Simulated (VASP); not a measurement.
# Li2Fe2W: single point with PBE

The system is Li2Fe2W.

```
Li Fe W
1.0
     4.12482    0.00000    0.00000
    -2.06241    3.57220    0.00000
     0.00000    0.00000    5.43053
Li Fe W
2 2 1
Direct
  0.66667 0.33333 0.37322
  0.33333 0.66667 0.62678
  0.66667 0.33333 0.90711
  0.33333 0.66667 0.09289
  0.00000 0.00000 0.00000
```

The cell was generated, and may not be a known phase.

```yaml
Program: VASP 6.6.1
Task: single point
Functional: PBE
Potentials_or_basis: VASP PAW PBE potentials, release 64 (Li_sv, Fe, W_sv)
Cutoff: 520 eV
k_mesh: 6 × 6 × 4
Occupations: gaussian, width 0.1 eV
Spin: collinear spin, ferromagnetic start
Starting_moments: "[0.0, 0.0, 4.0, 4.0, 0.0] μB"
```

The largest force is 0.028 eV/Å and the net moment is 3.00 μB per cell. The site moments are Li -0.00; Fe +1.80; W -0.56 μB and the valence electrons inside the program's atomic spheres are Li 2.09; Fe 7.32; W 12.06.

Forces on the atoms (eV/Å):
```
Li   0.000  0.000 -0.001
Li   0.000  0.000  0.001
Fe   0.000  0.000 -0.028
Fe   0.000  0.000  0.028
W    0.000  0.000  0.000
```

Levels at points of the mesh, in eV from the Fermi level:
Spin up:
```
           k point  band 16  band 17  band 18  band 19  band 20  band 21  band 22  band 23
(0.00, 0.00, 0.00)    -1.28    -1.28    -0.49    -0.49    -0.36    -0.31     1.55     1.55
(0.50, 0.00, 0.00)    -1.64    -1.52    -0.97    -0.81     0.69     1.41     1.68     1.95
(0.00, 0.00, 0.50)    -1.84    -1.30    -1.30    -0.41    -0.41     0.42     1.53     1.53
(0.50, 0.00, 0.50)    -1.66    -1.62    -1.40    -0.66     0.62     1.02     1.34     2.38
```
Spin down:
```tsv
k point	band 13	band 14	band 15	band 16	band 17	band 18	band 19	band 20
(0.00, 0.00, 0.00)	-1.30	-1.23	-1.23	0.31	0.31	0.60	0.64	0.64
(0.50, 0.00, 0.00)	-1.70	-1.23	-1.23	-0.07	0.11	0.40	0.70	1.31
(0.00, 0.00, 0.50)	-1.27	-1.27	-1.15	-0.84	0.29	0.29	0.73	0.73
(0.50, 0.00, 0.50)	-1.65	-1.23	-1.15	-0.21	-0.13	-0.05	0.75	1.33
```

It took 2.9 min on 1 thread of Intel Xeon 8259CL, with other jobs on the host, peak memory 0.28 GiB.

Caveat: spin-orbit coupling is left out, which moves the levels of the heavy elements.
